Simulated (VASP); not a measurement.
# Bi (R-3m) in VASP: a series of runs

Bi is run at these levels: PBEsol; tasks: single point.

Everything below comes from runs of VASP 6.6.1. Logs are shortened: lines on timing, memory, paths and dates and some standing lists are left out, and cuts for length are marked.

## (1) The cell of the first run

Symmetry: R-3m, No. 166, trigonal system. The conventional cell has a = 4.478 Å, b = 4.478 Å, c = 12.040 Å, α = 90.00°, β = 90.00°, γ = 120.00°. Bi (site symmetry 3m) has 6 Bi at 3.05 to 3.52 Å within 4.0 Å.

## (2) Single point, PBEsol (strain -0.015 along x and y, +0.015 along z)

INCAR

```
PREC     = Accurate       # precision mode
ENCUT    = 520            # plane-wave cutoff, eV
EDIFF    = 1E-6           # SCF threshold, eV
ISMEAR   = 0              # smearing method
SIGMA    = 0.15           # smearing width, eV
LREAL    = F              # projectors in reciprocal space
LASPH    = T              # aspherical terms in the spheres
NELM     = 100            # most SCF steps
ALGO     = Fast           # electronic algorithm
ISIF     = 2              # what is computed and relaxed
LWAVE    = F              # write WAVECAR
LCHARG   = F              # write CHGCAR
GGA      = PS             # functional
NBANDS   = 22             # bands
```

KPOINTS

```
regular mesh
0
Gamma
  12 12 12
```

POSCAR

```
Bi
1.0
    2.2389046832      1.2926322216      4.0133100000
   -2.2389046832      1.2926322216      4.0133100000
    0.0000000000     -2.5852644431      4.0133100000
Bi
2
Direct
    0.2338900000      0.2338900000      0.2338900000
    0.7661100000      0.7661100000      0.7661100000
```

Potentials or basis: VASP PAW PBE potentials, release 64 (Bi_d).

Started as:

```console
$ cat potpaw_PBE.64/Bi_d/POTCAR > POTCAR
$ mpirun -np 1 vasp_std > vasp.out
```

OUTCAR:

```text
PREC = Accurate
   ENCUT = 520
   EDIFF = 1E-6
   ISMEAR = 0
   LREAL = F
   LASPH = T
   NELM = 100
   ISIF = 2
   GGA = PS

 ion  position               nearest neighbor table
   1  0.234  0.234  0.234-   2 3.05   2 3.05   2 3.05   2 3.52   2 3.52   2 3.52
   2  0.766  0.766  0.766-   1 3.05   1 3.05   1 3.05   1 3.52   1 3.52   1 3.52

  LATTYP: Found a trigonal (rhomboedric) cell.
 ALAT       =     4.7739134258
 COS(alpha) =     0.5601018582

  Lattice vectors:

 A1 = (   2.2389046832,   1.2926322216,   4.0133100000)
 A2 = (  -2.2389046832,   1.2926322216,   4.0133100000)
 A3 = (   0.0000000000,  -2.5852644431,   4.0133100000)

Analysis of symmetry for initial positions (statically):
=====================================================================
 Subroutine PRICEL returns:
 Original cell was already a primitive cell.

 Routine SETGRP: Setting up the symmetry group for a
 trigonal (rhombohedral) supercell.

 Subroutine GETGRP returns: Found 12 space group operations
 (whereof 12 operations were pure point group operations)
 out of a pool of 12 trial point group operations.

The static configuration has the point symmetry D_3d.

Analysis of symmetry for dynamics (positions and initial velocities):
=====================================================================
 Subroutine PRICEL returns:
 Original cell was already a primitive cell.

 Routine SETGRP: Setting up the symmetry group for a
 trigonal (rhombohedral) supercell.

 Subroutine GETGRP returns: Found 12 space group operations
 (whereof 12 operations were pure point group operations)
 out of a pool of 12 trial point group operations.

The dynamic configuration has the point symmetry D_3d.

 Subroutine INISYM returns: Found 12 space group operations
 (whereof 12 operations are pure point group operations),
 and found     1 'primitive' translations

----------------------------------------------------------------------------------------

                                     Primitive cell

  volume of cell :      69.6890

  direct lattice vectors                    reciprocal lattice vectors
     2.238904683  1.292632222  4.013310000     0.223323487  0.128935875  0.083056961
    -2.238904683  1.292632222  4.013310000    -0.223323487  0.128935875  0.083056961
     0.000000000 -2.585264443  4.013310000     0.000000000 -0.257871750  0.083056961

  length of vectors
     4.773913426  4.773913426  4.773913426     0.270917512  0.270917512  0.270917512

  position of ions in fractional coordinates (direct lattice)
     0.233890000  0.233890000  0.233890000
     0.766110000  0.766110000  0.766110000

  ion indices of the primitive-cell ions
   primitive index   ion index
                 1           1
                 2           2

----------------------------------------------------------------------------------------

 KPOINTS: regular mesh

Automatic generation of k-mesh.
 Grid dimensions read from file:
 generate k-points for:   12   12   12

 Generating k-lattice:

  Cartesian coordinates                     Fractional coordinates (reciprocal lattice)
     0.018610291  0.010744656  0.006921413     0.083333333  0.000000000 -0.000000000
    -0.018610291  0.010744656  0.006921413     0.000000000  0.083333333 -0.000000000
     0.000000000 -0.021489313  0.006921413     0.000000000  0.000000000  0.083333333

  Length of vectors
     0.022576459  0.022576459  0.022576459

  Shift w.r.t. Gamma in fractional coordinates (k-lattice)
     0.000000000  0.000000000  0.000000000

 Subroutine IBZKPT returns following result:
 ===========================================

 Found    189 irreducible k-points:

 Following reciprocal coordinates:
            Coordinates               Weight
  0.000000  0.000000  0.000000      1.000000
  0.083333  0.000000 -0.000000      6.000000
  0.166667  0.000000  0.000000      6.000000
  0.250000  0.000000  0.000000      6.000000
  0.333333  0.000000  0.000000      6.000000
  0.416667  0.000000  0.000000      6.000000
[... 16 lines left out ...]
  0.500000  0.166667  0.000000     12.000000
 -0.416667  0.166667  0.000000     12.000000
 [... further k-points ...]
   k-points           NKPTS =    189   k-points in BZ     NKDIM =    189   number of bands    NBANDS=     22
   number of dos      NEDOS =    301   number of ions     NIONS =      2
   total plane-waves  NPLWV =  46656
   dimension x,y,z NGX =    36 NGY =   36 NGZ =   36
   dimension x,y,z NGXF=    72 NGYF=   72 NGZF=   72
   ions per type =               2
   NGX,Y,Z   is equivalent  to a cutoff of  12.54, 12.54, 12.54 a.u.
   NGXF,Y,Z  is equivalent  to a cutoff of  25.07, 25.07, 25.07 a.u.
 SYSTEM =  unknown system
   PREC   = accura    normal or accurate (medium, high low for compatibility)
   ISTART =      0    job   : 0-new  1-cont  2-samecut
   ICHARG =      2    charge: 1-file 2-atom 10-const
   ISPIN  =      1    spin polarized calculation?
   LNONCOLLINEAR =      F non collinear calculations
   LSORBIT =      F    spin-orbit coupling
   LASPH  =      T    aspherical Exc in radial PAW
   ENCUT  =  520.0 eV  38.22 Ry    6.18 a.u.   8.88  8.88  8.88*2*pi/ulx,y,z
   NELM   =    100;   NELMIN=  2; NELMDL= -5     # of ELM steps
   EDIFF  = 0.1E-05   stopping-criterion for ELM
   LREAL  =      F    real-space projection
   EDIFFG = 0.1E-04   stopping-criterion for IOM
   NSW    =      0    number of steps for IOM
   IBRION =     -1    ionic relax: 0-MD 1-quasi-New 2-CG
   NFREE  =      0    steps in history (QN), initial steepest desc. (CG)
   ISIF   =      2    stress and relaxation
   ISYM   =      2    0-nonsym 1-usesym 2-fastsym
   POTIM  = 0.5000    time-step for ionic-motion
   TEBEG  =    0.0;   TEEND  =   0.0 temperature during run
   PSTRESS=    0.0 pullay stress
   NELECT =      30.0000    total number of electrons
   NUPDOWN=      -1.0000    fix difference up-down
   EMIN   =  10.00;   EMAX   =-10.00  energy-range for DOS
   EFERMI =   0.00;   METHOD = LEGACY
   ISMEAR =     0;   SIGMA  =   0.15  broadening in eV -4-tet -1-fermi 0-gaus
   EFERMI_NEDOS =   21; number of points for ismear=-14 and -15
   IALGO  =     68    algorithm
   IMIX   =      4    mixing-type and parameters
     AMIX     =   0.40;   BMIX     =  1.00
     AMIX_MAG =   1.60;   BMIX_MAG =  1.00
  volume/ion in A,a.u.               =      34.84       235.14
  Fermi-wavevector in a.u.,A,eV,Ry     =   1.236119  2.335927 20.789580  1.527991
  Thomas-Fermi vector in A             =   2.370741
   LORBIT       =      0    0 simple, 1 ext, 2 COOP (PROOUT), +10 PAW based schemes
   GGA     = PS    functional components
   LHFCALC =     F    Hartree Fock is set to
   AEXX    =    0.0000 exact exchange contribution
   IVDW    =     0    specifies the selected vdW correction
   LEPSILON=     F    determine dielectric tensor
   LRPA    =     F    only Hartree local field effects (RPA)
 non-spin polarized calculation
 RMM-DIIS sequential band-by-band and
 Gauss-broadening in eV      SIGMA  =   0.15
  energy-cutoff  :      520.00
  volume of cell :       69.69
 maximum number of plane-waves:      1904
   NGX = 17   NGY = 17   NGZ = 17

 number of electron      30.0000003 magnetization

 Free energy of the ion-electron system (eV)
  ---------------------------------------------------
  ext. energy  EPLUGINS =         0.00000000
  ---------------------------------------------------
  free energy    TOTEN  =        -8.59686674 eV

  energy without entropy =       -8.59428824  energy(sigma->0) =       -8.59557749

 E-fermi :   6.3265     XC(G=0):  -9.7409

 val. band max:        6.2991616372   @ k =   0.4167   0.0000   0.0000
 cond. band min:       6.3365289990   @ k =  -0.4167   0.5000   0.4167
 fundamental gap:      0.0373673617
 Fermi energy:         6.3264848934

 k-point     1 :       0.0000    0.0000    0.0000
  band No.  band energies     occupation
      1     -16.5874      2.00000
      2     -16.5874      2.00000
      3     -16.4273      2.00000
      4     -16.4273      2.00000
      5     -16.4154      2.00000
      6     -16.2327      2.00000
[... 14 lines left out ...]
     21      12.1889      0.00000
     22      12.3578      0.00000

 k-point     2 :       0.0833    0.0000   -0.0000
  band No.  band energies     occupation
      1     -16.5823      2.00000
      2     -16.5806      2.00000
      3     -16.4251      2.00000
      4     -16.4232      2.00000
      5     -16.4119      2.00000
      6     -16.2358      2.00000
[... 14 lines left out ...]
     21      12.2506      0.00000
     22      12.9648      0.00000

 k-point     3 :       0.1667    0.0000    0.0000
  band No.  band energies     occupation
      1     -16.5676      2.00000
      2     -16.5606      2.00000
      3     -16.4196      2.00000
      4     -16.4113      2.00000
      5     -16.4009      2.00000
      6     -16.2460      2.00000
[... 14 lines left out ...]
     21      12.5493      0.00000
     22      14.2408      0.00000

 k-point     4 :       0.2500    0.0000    0.0000
  band No.  band energies     occupation
      1     -16.5455      2.00000
      2     -16.5288      2.00000
      3     -16.4123      2.00000
      4     -16.3928      2.00000
      5     -16.3827      2.00000
      6     -16.2644      2.00000
[... 14 lines left out ...]
     21      13.1463      0.00000
     22      15.7296      0.00000

 k-point     5 :       0.3333    0.0000    0.0000
  band No.  band energies     occupation
      1     -16.5201      2.00000
      2     -16.4876      2.00000
      3     -16.4046      2.00000
      4     -16.3699      2.00000
      5     -16.3594      2.00000
      6     -16.2905      2.00000
[... 417 lines left out ...]
 k-point    22 :       0.4167    0.1667   -0.0000
  band No.  band energies     occupation
      1     -16.5358      2.00000
      2     -16.4491      2.00000
      3     -16.3966      2.00000
      4     -16.3831      2.00000
      5     -16.3355      2.00000
      6     -16.3091      2.00000
[... 14 lines left out ...]
     21      15.3591      0.00000
     22      15.5586      0.00000

 k-point    23 :       0.5000    0.1667    0.0000
  band No.  band energies     occupation
      1     -16.5165      2.00000
      2     -16.4224      2.00000
      3     -16.3855      2.00000
      4     -16.3691      2.00000
      5     -16.3350      2.00000
      6     -16.3121      2.00000
[... 14 lines left out ...]
     21      15.0859      0.00000
     22      15.6513      0.00000

 k-point    24 :      -0.4167    0.1667    0.0000
  band No.  band energies     occupation
      1     -16.5136      2.00000
      2     -16.3967      2.00000
      3     -16.3863      2.00000
      4     -16.3685      2.00000
      5     -16.3366      2.00000
      6     -16.3192      2.00000
[... 14 lines left out ...]
     21      14.3954      0.00000
     22      16.0176      0.00000

 [... further k-points ...]
[... 5 lines left out ...]
  --------------------------------------------------------------------------------------
  -------------------------------------------------------------------------------------
  Total        0.2201143      0.2201143     -0.1350191      0.0000000     -0.0000000      0.0000000
  in kB        5.0605098      5.0605098     -3.1041407      0.0000000     -0.0000000      0.0000000
  external PRESSURE =       2.3389596 kB  Pullay stress =       0.0000000 kB

 VOLUME and BASIS-vectors are now :
 -----------------------------------------------------------------------------
  energy-cutoff  :      520.00
  volume of cell :       69.69
      direct lattice vectors                 reciprocal lattice vectors
     2.238904683  1.292632222  4.013310000     0.223323487  0.128935875  0.083056961
    -2.238904683  1.292632222  4.013310000    -0.223323487  0.128935875  0.083056961
     0.000000000 -2.585264443  4.013310000     0.000000000 -0.257871750  0.083056961

 POSITION                                       TOTAL-FORCE (eV/Angst)
 -----------------------------------------------------------------------------------
      0.00000      0.00000      2.81602         0.000000      0.000000      0.155191
      0.00000      0.00000      9.22391         0.000000     -0.000000     -0.155191
 -----------------------------------------------------------------------------------
    total drift:                                0.000000     -0.000000      0.000000

  FREE ENERGIE OF THE ION-ELECTRON SYSTEM (eV)
  ---------------------------------------------------
  free  energy   TOTEN  =        -8.5968667364 eV

  energy  without entropy=       -8.5942882395  energy(sigma->0) =       -8.59557749
```

Run time: 4.6 min. Hardware: 1 thread of Intel Xeon Platinum 8259CL at 2.50GHz (Skylake/Cascade Lake), shared host; peak memory 0.36 GiB.

Results:

* Free energy: -8.5969 eV
* Pressure: 0.2 GPa
* Largest force: 0.155 eV/Å
* Band gap on the k mesh: zero (band 15 reaches 6.34 eV, above the bottom of band 16 at 6.05 eV)

Forces on the atoms (eV/Å):
```
Bi   0.000  0.000  0.155
Bi   0.000  0.000 -0.155
```

Caveat: the cell differs from its parent crystal (strain -0.015 along x and y, +0.015 along z); the PAW data sets were made with another functional, which shifts forces and pressure a little; spin-orbit coupling is left out, which moves the levels of the heavy elements.

## (3) Single point, PBEsol (strain -0.015 along x and y, +0.030 along z)

INCAR

```
ALGO     = Fast           # electronic algorithm
EDIFF    = 1E-6           # SCF threshold, eV
ENCUT    = 520            # plane-wave cutoff, eV
GGA      = PS             # functional
ISIF     = 2              # what is computed and relaxed
ISMEAR   = 0              # smearing method
LASPH    = True           # aspherical terms in the spheres
LCHARG   = False          # write CHGCAR
LREAL    = False          # projectors in reciprocal space
LWAVE    = False          # write WAVECAR
NBANDS   = 22             # bands
NELM     = 100            # most SCF steps
PREC     = Accurate       # precision mode
SIGMA    = 0.15           # smearing width, eV
```

KPOINTS

```
k-points
0
Gamma
  12 12 12
```

POSCAR

```
Bi
1.0
    2.2389046832      1.2926322216      4.0726200000
   -2.2389046832      1.2926322216      4.0726200000
    0.0000000000     -2.5852644431      4.0726200000
Bi
2
Direct
    0.2338900000      0.2338900000      0.2338900000
    0.7661100000      0.7661100000      0.7661100000
```

Potentials or basis: VASP PAW PBE potentials, release 64 (Bi_d).

Started as:

```console
$ cat potpaw_PBE.64/Bi_d/POTCAR > POTCAR
$ mpirun -np 1 vasp_std > vasp.out
```

Wall time 5.7 min (1 thread of Intel Xeon Platinum 8259CL at 2.50GHz (Skylake/Cascade Lake), shared host); peak memory 0.36 GiB.

Results (log left out):

```
Free energy            : -8.5927 eV
Pressure               : -0.4 GPa
Largest force          : 0.058 eV/Å
Band gap on the k mesh : zero (band 15 reaches 6.21 eV, above the bottom of band 16 at 5.91 eV)
```

Forces on the atoms (eV/Å):
```
Bi   0.000  0.000  0.058
Bi   0.000  0.000 -0.058
```

Stress tensor (GPa, compression positive):
```
-0.08  0.00  0.00
 0.00 -0.08  0.00
 0.00  0.00 -1.13
```

Levels at points of the mesh, in eV from the Fermi level:
| k point | band 13 | band 14 | band 15 | band 16 | band 17 | band 18 |
| --- | --- | --- | --- | --- | --- | --- |
| (0.00, 0.00, 0.00) | -1.81 | -1.09 | -1.09 | 2.43 | 2.88 | 2.88 |
| (0.50, 0.00, 0.00) | -1.64 | -1.22 | -0.40 | -0.26 | 0.33 | 1.05 |
| (0.50, 0.50, 0.00) | -4.72 | -3.17 | -2.79 | 2.29 | 4.77 | 5.36 |
| (0.50, 0.50, 0.50) | -0.81 | -0.50 | -0.50 | 0.83 | 0.83 | 0.85 |

Caveat: the cell differs from its parent crystal (strain -0.015 along x and y, +0.030 along z); the PAW data sets were made with another functional, which shifts forces and pressure a little; spin-orbit coupling is left out, which moves the levels of the heavy elements.
